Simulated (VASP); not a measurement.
A run of VASP 6.6.1:

File INCAR:

```
PREC = Accurate ; ENCUT = 520
EDIFF = 1E-6 ; ISMEAR = 0
SIGMA = 0.05 ; LREAL = Auto
LASPH = T ; NELM = 60
ALGO = Normal ; ISIF = 2
LWAVE = F ; LCHARG = F
LDIPOL = T ; IDIPOL = 3
DIPOL = 0.5 0.5 0.472 ; GGA = PE
IVDW = 12 ; NBANDS = 45
```

Contents of KPOINTS:

```
regular mesh
0
Gamma
  4 8 1
```

File POSCAR:

```
Si7H2
1.0
    7.6671912444      0.0000000000      0.0000000000
    0.0000000000      3.8335956222      0.0000000000
    0.0000000000      0.0000000000     26.0926103824
H Si
4 14
Direct
    0.5000000000      0.6826517140      0.3257627303
    0.5000000000      0.3173482860      0.3257627303
    0.0000000000      0.3173482860      0.3257627303
    0.0000000000      0.6826517140      0.3257627303
    0.5000000000      0.0000000000      0.3587347476
    0.0000000000      0.0000000000      0.3587347476
    0.7500000000      0.0000000000      0.4106797508
    0.2500000000      0.0000000000      0.4106797508
    0.7500000000      0.5000000000      0.4626247541
    0.2500000000      0.5000000000      0.4626247541
   -0.0008606002      0.5000000000      0.5173287174
    0.5004669481      0.5000000000      0.5120125820
    0.0023852078      0.0000000000      0.5714690620
    0.4890684264      0.0000000000      0.5621192200
    0.2612503242      0.0000000000      0.6219165835
    0.7371176886      0.0000000000      0.6194558939
    0.3076112284      0.5000000000      0.6751803095
    0.5969267017      0.5000000000      0.6498178824
```

Potentials or basis: VASP PAW PBE potentials, release 64 (H, Si).

Run with:

```sh
$ cat potpaw_PBE.64/H/POTCAR potpaw_PBE.64/Si/POTCAR > POTCAR
$ mpirun -np 1 vasp_std > vasp.out
```

Hardware: 1 thread of Intel(R) Xeon(R) Platinum 8375C CPU @ 2.90GHz (Ice Lake), with other jobs on the host.

How long does it take, and how much memory?

Wall time 24 min on 1 thread of Intel(R) Xeon(R) Platinum 8375C CPU @ 2.90GHz (Ice Lake), on a shared host, peak memory 0.85 GiB. Counts: scf iterations 25, k points 15.
